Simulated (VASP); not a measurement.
# CsBr (Pm-3m) in VASP: a series of runs

Runs on CsBr. Level: PBEsol. Tasks: single point.

All numbers are computed with VASP 6.6.1; they aren't measurements. Logs are shortened: lines on timing, memory, paths and dates and some standing lists are left out, and cuts for length are marked.

### 1 The cell of the first run

The structure is cubic, space group Pm-3m (No. 221). The conventional cell has a = 4.199 Å, b = 4.199 Å, c = 4.199 Å, α = 90.00°, β = 90.00°, γ = 90.00°. Cs (site symmetry m-3m) has 8 Br at 3.64 Å and 6 Cs at 4.20 Å within 4.8 Å. Br (site symmetry m-3m) has 8 Cs at 3.64 Å and 6 Br at 4.20 Å within 4.8 Å.

### 2 Single point, PBEsol

Contents of INCAR:

```
ALGO = Normal
EDIFF = 1E-6
ENCUT = 500
GGA = PS
GGA_COMPAT = False
ISIF = 2
ISMEAR = 0
LASPH = True
LCHARG = True
LELF = True
LREAL = False
LVHAR = True
LWAVE = False
NBANDS = 15
NELM = 120
PREC = Accurate
SIGMA = 0.01
```

Contents of KPOINTS:

```
k-points
0
Gamma
  6 6 6
```

Contents of POSCAR:

```
CsBr
1.0
    4.1985060620      0.0000000000      0.0000000000
    0.0000000000      4.1985060620      0.0000000000
    0.0000000000      0.0000000000      4.1985060620
Cs Br
1 1
Direct
    0.0000000000      0.0000000000      0.0000000000
    0.5000000000      0.5000000000      0.5000000000
```

Potentials or basis: VASP PAW PBE potentials, release 64 (Cs_sv, Br).

Run with:

```sh
> cat potpaw_PBE.64/Cs_sv/POTCAR potpaw_PBE.64/Br/POTCAR > POTCAR
> mpirun -np 1 vasp_std > vasp.out
```

OUTCAR:

```text
EDIFF = 1E-6
   ENCUT = 500
   GGA = PS
   ISIF = 2
   ISMEAR = 0
   LASPH = True
   LREAL = False
   NELM = 120
   PREC = Accurate

 ion  position               nearest neighbor table
   1  0.000  0.000  0.000-
   2  0.500  0.500  0.500-

  LATTYP: Found a simple cubic cell.
 ALAT       =     4.1985060620

  Lattice vectors:

 A1 = (   4.1985060620,   0.0000000000,   0.0000000000)
 A2 = (   0.0000000000,   4.1985060620,   0.0000000000)
 A3 = (   0.0000000000,   0.0000000000,   4.1985060620)

Analysis of symmetry for initial positions (statically):
=====================================================================
 Subroutine PRICEL returns:
 Original cell was already a primitive cell.

 Routine SETGRP: Setting up the symmetry group for a
 simple cubic supercell.

 Subroutine GETGRP returns: Found 48 space group operations
 (whereof 48 operations were pure point group operations)
 out of a pool of 48 trial point group operations.

The static configuration has the point symmetry O_h .

Analysis of symmetry for dynamics (positions and initial velocities):
=====================================================================
 Subroutine PRICEL returns:
 Original cell was already a primitive cell.

 Routine SETGRP: Setting up the symmetry group for a
 simple cubic supercell.

 Subroutine GETGRP returns: Found 48 space group operations
 (whereof 48 operations were pure point group operations)
 out of a pool of 48 trial point group operations.

The dynamic configuration has the point symmetry O_h .

 Subroutine INISYM returns: Found 48 space group operations
 (whereof 48 operations are pure point group operations),
 and found     1 'primitive' translations

----------------------------------------------------------------------------------------

                                     Primitive cell

  volume of cell :      74.0090

  direct lattice vectors                    reciprocal lattice vectors
     4.198506062  0.000000000  0.000000000     0.238179959  0.000000000  0.000000000
     0.000000000  4.198506062  0.000000000     0.000000000  0.238179959  0.000000000
     0.000000000  0.000000000  4.198506062     0.000000000  0.000000000  0.238179959

  length of vectors
     4.198506062  4.198506062  4.198506062     0.238179959  0.238179959  0.238179959

  position of ions in fractional coordinates (direct lattice)
     0.000000000  0.000000000  0.000000000
     0.500000000  0.500000000  0.500000000

  ion indices of the primitive-cell ions
   primitive index   ion index
                 1           1
                 2           2

----------------------------------------------------------------------------------------

 KPOINTS: k-points

Automatic generation of k-mesh.
 Grid dimensions read from file:
 generate k-points for:    6    6    6

 Generating k-lattice:

  Cartesian coordinates                     Fractional coordinates (reciprocal lattice)
     0.039696660  0.000000000  0.000000000     0.166666667  0.000000000  0.000000000
     0.000000000  0.039696660  0.000000000     0.000000000  0.166666667  0.000000000
     0.000000000  0.000000000  0.039696660     0.000000000  0.000000000  0.166666667

  Length of vectors
     0.039696660  0.039696660  0.039696660

  Shift w.r.t. Gamma in fractional coordinates (k-lattice)
     0.000000000  0.000000000  0.000000000

 Subroutine IBZKPT returns following result:
 ===========================================

 Found     20 irreducible k-points:

 Following reciprocal coordinates:
            Coordinates               Weight
  0.000000  0.000000  0.000000      1.000000
  0.166667  0.000000  0.000000      6.000000
  0.333333  0.000000  0.000000      6.000000
  0.500000  0.000000  0.000000      3.000000
  0.166667  0.166667  0.000000     12.000000
  0.333333  0.166667  0.000000     24.000000
[... 12 lines left out ...]
  0.500000  0.500000  0.333333      6.000000
  0.500000  0.500000  0.500000      1.000000
   k-points           NKPTS =     20   k-points in BZ     NKDIM =     20   number of bands    NBANDS=     15
   number of dos      NEDOS =    301   number of ions     NIONS =      2
   total plane-waves  NPLWV =  32768
   dimension x,y,z NGX =    32 NGY =   32 NGZ =   32
   dimension x,y,z NGXF=    64 NGYF=   64 NGZF=   64
   ions per type =               1   1
   NGX,Y,Z   is equivalent  to a cutoff of  12.67, 12.67, 12.67 a.u.
   NGXF,Y,Z  is equivalent  to a cutoff of  25.34, 25.34, 25.34 a.u.
 SYSTEM =  unknown system
   PREC   = accura    normal or accurate (medium, high low for compatibility)
   ISTART =      0    job   : 0-new  1-cont  2-samecut
   ICHARG =      2    charge: 1-file 2-atom 10-const
   ISPIN  =      1    spin polarized calculation?
   LNONCOLLINEAR =      F non collinear calculations
   LSORBIT =      F    spin-orbit coupling
   LASPH  =      T    aspherical Exc in radial PAW
   ENCUT  =  500.0 eV  36.75 Ry    6.06 a.u.   7.65  7.65  7.65*2*pi/ulx,y,z
   NELM   =    120;   NELMIN=  2; NELMDL= -5     # of ELM steps
   EDIFF  = 0.1E-05   stopping-criterion for ELM
   LREAL  =      F    real-space projection
   EDIFFG = 0.1E-04   stopping-criterion for IOM
   NSW    =      0    number of steps for IOM
   IBRION =     -1    ionic relax: 0-MD 1-quasi-New 2-CG
   NFREE  =      0    steps in history (QN), initial steepest desc. (CG)
   ISIF   =      2    stress and relaxation
   ISYM   =      2    0-nonsym 1-usesym 2-fastsym
   POTIM  = 0.5000    time-step for ionic-motion
   TEBEG  =    0.0;   TEEND  =   0.0 temperature during run
   PSTRESS=    0.0 pullay stress
   NELECT =      16.0000    total number of electrons
   NUPDOWN=      -1.0000    fix difference up-down
   EMIN   =  10.00;   EMAX   =-10.00  energy-range for DOS
   EFERMI =   0.00;   METHOD = LEGACY
   ISMEAR =     0;   SIGMA  =   0.01  broadening in eV -4-tet -1-fermi 0-gaus
   EFERMI_NEDOS =   21; number of points for ismear=-14 and -15
   IALGO  =     38    algorithm
   IMIX   =      4    mixing-type and parameters
     AMIX     =   0.40;   BMIX     =  1.00
     AMIX_MAG =   1.60;   BMIX_MAG =  1.00
  volume/ion in A,a.u.               =      37.00       249.72
  Fermi-wavevector in a.u.,A,eV,Ry     =   0.982547  1.856745 13.135048  0.965399
  Thomas-Fermi vector in A             =   2.113638
   LORBIT       =      0    0 simple, 1 ext, 2 COOP (PROOUT), +10 PAW based schemes
   GGA     = PS    functional components
   LHFCALC =     F    Hartree Fock is set to
   AEXX    =    0.0000 exact exchange contribution
   IVDW    =     0    specifies the selected vdW correction
   LEPSILON=     F    determine dielectric tensor
   LRPA    =     F    only Hartree local field effects (RPA)
 non-spin polarized calculation
 Gauss-broadening in eV      SIGMA  =   0.01
  energy-cutoff  :      500.00
  volume of cell :       74.01
 maximum number of plane-waves:      1924
 NGX is ok and might be reduce to    32
   NGX = 15   NGY = 15   NGZ = 15

 number of electron      15.9999997 magnetization

 Free energy of the ion-electron system (eV)
  ---------------------------------------------------
  ext. energy  EPLUGINS =         0.00000000
  ---------------------------------------------------
  free energy    TOTEN  =        -6.34222620 eV

  energy without entropy =       -6.34222620  energy(sigma->0) =       -6.34222620

 E-fermi :   0.0184     XC(G=0):  -8.5623

 val. band max:       -0.0730546898   @ k =   0.0000   0.0000   0.0000
 cond. band min:       4.4813400608   @ k =   0.0000   0.0000   0.0000
 fundamental gap:      4.5543947506
 Fermi energy:         0.0184260417

 k-point     1 :       0.0000    0.0000    0.0000
  band No.  band energies     occupation
      1     -19.7674      2.00000
      2     -12.5559      2.00000
      3      -6.3146      2.00000
      4      -6.3146      2.00000
      5      -6.3146      2.00000
      6      -0.0731      2.00000
      7      -0.0731      2.00000
      8      -0.0731      2.00000
      9       4.4813      0.00000
     10       4.6259      0.00000
     11       4.6259      0.00000
     12       9.2055      0.00000
     13       9.2055      0.00000
     14       9.2055      0.00000
     15      12.1777      0.00000

 k-point     2 :       0.1667    0.0000    0.0000
  band No.  band energies     occupation
      1     -19.7495      2.00000
      2     -12.5640      2.00000
      3      -6.4376      2.00000
      4      -6.2806      2.00000
      5      -6.2806      2.00000
      6      -0.5521      2.00000
      7      -0.1407      2.00000
      8      -0.1407      2.00000
      9       4.8176      0.00000
     10       5.1943      0.00000
     11       5.3105      0.00000
     12       9.0447      0.00000
     13       9.0447      0.00000
     14       9.3629      0.00000
     15      10.6575      0.00000

 k-point     3 :       0.3333    0.0000    0.0000
  band No.  band energies     occupation
      1     -19.7133      2.00000
      2     -12.5832      2.00000
      3      -6.6540      2.00000
      4      -6.2104      2.00000
      5      -6.2104      2.00000
      6      -1.2892      2.00000
      7      -0.2811      2.00000
      8      -0.2811      2.00000
      9       5.3320      0.00000
     10       6.6132      0.00000
     11       6.8674      0.00000
     12       8.9092      0.00000
     13       8.9396      0.00000
     14       8.9396      0.00000
     15       9.7579      0.00000

 k-point     4 :       0.5000    0.0000    0.0000
  band No.  band energies     occupation
      1     -19.6950      2.00000
      2     -12.5942      2.00000
      3      -6.7490      2.00000
      4      -6.1741      2.00000
      5      -6.1741      2.00000
      6      -1.5967      2.00000
      7      -0.3539      2.00000
      8      -0.3539      2.00000
      9       5.7427      0.00000
     10       7.4213      0.00000
     11       7.8738      0.00000
     12       8.0719      0.00000
     13       9.0062      0.00000
     14       9.0062      0.00000
     15      10.0281      0.00000
[... 235 lines left out ...]
 k-point    18 :       0.5000    0.3333    0.3333
  band No.  band energies     occupation
      1     -19.6073      2.00000
      2     -12.3978      2.00000
      3      -6.8860      2.00000
      4      -6.7281      2.00000
      5      -6.6516      2.00000
      6      -1.2258      2.00000
      7      -1.1643      2.00000
      8      -0.8606      2.00000
      9       6.9555      0.00000
     10       7.1371      0.00000
     11       7.9434      0.00000
     12       8.2661      0.00000
     13       9.0387      0.00000
     14       9.7989      0.00000
     15      11.8938      0.00000

 k-point    19 :       0.5000    0.5000    0.3333
  band No.  band energies     occupation
      1     -19.5928      2.00000
      2     -12.3690      2.00000
      3      -6.8610      2.00000
      4      -6.8610      2.00000
      5      -6.6328      2.00000
      6      -1.2739      2.00000
      7      -1.2739      2.00000
      8      -1.1875      2.00000
      9       7.6366      0.00000
     10       7.6867      0.00000
     11       7.8804      0.00000
     12       7.8804      0.00000
     13      10.0465      0.00000
     14      10.0465      0.00000
     15      11.6709      0.00000

 k-point    20 :       0.5000    0.5000    0.5000
  band No.  band energies     occupation
      1     -19.5787      2.00000
      2     -12.3442      2.00000
      3      -6.7952      2.00000
      4      -6.7952      2.00000
      5      -6.7952      2.00000
      6      -1.4644      2.00000
      7      -1.4644      2.00000
      8      -1.4644      2.00000
      9       8.4757      0.00000
     10       8.4757      0.00000
     11       8.4757      0.00000
     12       9.2632      0.00000
     13       9.2632      0.00000
     14       9.2632      0.00000
     15      11.7328      0.00000

------------------------ aborting loop because EDIFF is reached ----------------------------------------

  FORCE on cell =-STRESS in cart. coord.  units (eV):
  Direction    XX          YY          ZZ          XY          YZ          ZX
  --------------------------------------------------------------------------------------
  -------------------------------------------------------------------------------------
  Total        0.2785432      0.2785432      0.2785432     -0.0000000     -0.0000000      0.0000000
  in kB        6.0300211      6.0300211      6.0300211     -0.0000000     -0.0000000      0.0000000
  external PRESSURE =       6.0300211 kB  Pullay stress =       0.0000000 kB

 VOLUME and BASIS-vectors are now :
 -----------------------------------------------------------------------------
  energy-cutoff  :      500.00
  volume of cell :       74.01
      direct lattice vectors                 reciprocal lattice vectors
     4.198506062  0.000000000  0.000000000     0.238179959  0.000000000  0.000000000
     0.000000000  4.198506062  0.000000000     0.000000000  0.238179959  0.000000000
     0.000000000  0.000000000  4.198506062     0.000000000  0.000000000  0.238179959

 POSITION                                       TOTAL-FORCE (eV/Angst)
 -----------------------------------------------------------------------------------
      0.00000      0.00000      0.00000         0.000000      0.000000      0.000000
      2.09925      2.09925      2.09925         0.000000      0.000000      0.000000
 -----------------------------------------------------------------------------------
    total drift:                                0.000000      0.000000     -0.000000

  FREE ENERGIE OF THE ION-ELECTRON SYSTEM (eV)
  ---------------------------------------------------
  free  energy   TOTEN  =        -6.3422261993 eV

  energy  without entropy=       -6.3422261993  energy(sigma->0) =       -6.34222620
```

Run time: 13 s. Hardware: 1 thread of Intel Xeon Platinum 8488C (Sapphire Rapids), shared host; peak memory 0.17 GiB.

What came out:

- Free energy: -6.3422 eV
- Pressure: 0.6 GPa
- Band gap on the k mesh: 4.55 eV, direct

Caveat: the PAW data sets were made with another functional, which shifts forces and pressure a little; spin-orbit coupling is left out, which moves the levels of the heavy elements. As with any semilocal functional, this PBEsol gap is likely too small.

### 3 Single point, PBEsol

This run uses another cell than the first one, of 38.19 Å³/atom, 1.032 times its volume.

Contents of INCAR:

```
SYSTEM = CsBr
PREC = Accurate ; ENCUT = 500
EDIFF = 1E-6 ; ISMEAR = 0
SIGMA = 0.01 ; LREAL = .False.
LASPH = .True. ; NELM = 120
ALGO = Normal ; ISIF = 2
LWAVE = .False. ; LCHARG = .True.
GGA = PS ; LELF = .True.
LVHAR = .True. ; NBANDS = 15
GGA_COMPAT = .False.
```

Contents of KPOINTS:

```
Automatic mesh
0
Gamma
  6 6 6
  0 0 0
```

Contents of POSCAR:

```
CsBr
1.0
    4.2427041106      0.0000000000      0.0000000000
    0.0000000000      4.2427041106      0.0000000000
    0.0000000000      0.0000000000      4.2427041106
Cs Br
1 1
Direct
    0.0000000000      0.0000000000      0.0000000000
    0.5000000000      0.5000000000      0.5000000000
```

Potentials or basis: VASP PAW PBE potentials, release 64 (Cs_sv, Br).

Run with:

```sh
> cat potpaw_PBE.64/Cs_sv/POTCAR potpaw_PBE.64/Br/POTCAR > POTCAR
> mpirun -np 1 vasp_std > vasp.out
```

Run time: 12 s. Hardware: 1 thread of Intel Xeon Platinum 8488C (Sapphire Rapids), shared host; peak memory 0.18 GiB.

It converged, with:

```yaml
Free_energy: -6.3472 eV
Pressure: 0.1 GPa
Band_gap_on_the_k_mesh: 4.44 eV, direct
```

Levels at points of the mesh, in eV from the valence-band top:
```tsv
k point	band 4	band 5	band 6	band 7	band 8	band 9	band 10	band 11	band 12	band 13
(0.00, 0.00, 0.00)	-6.28	-6.28	0.00	0.00	0.00	4.44	4.75	4.75	9.19	9.19
(0.50, 0.00, 0.00)	-6.16	-6.16	-1.44	-0.25	-0.25	5.83	7.35	7.77	8.16	8.96
(0.50, 0.50, 0.00)	-6.95	-6.08	-0.60	-0.60	-0.02	5.15	5.39	7.18	7.18	11.23
(0.50, 0.50, 0.50)	-6.73	-6.73	-1.30	-1.30	-1.30	8.40	8.40	8.40	9.18	9.18
```

Caveat: the PAW data sets were made with another functional, which shifts forces and pressure a little; spin-orbit coupling is left out, which moves the levels of the heavy elements. Expect the measured gap to be larger: semilocal functionals such as PBEsol lack the derivative discontinuity.

(Continued in part 2 of 3.)
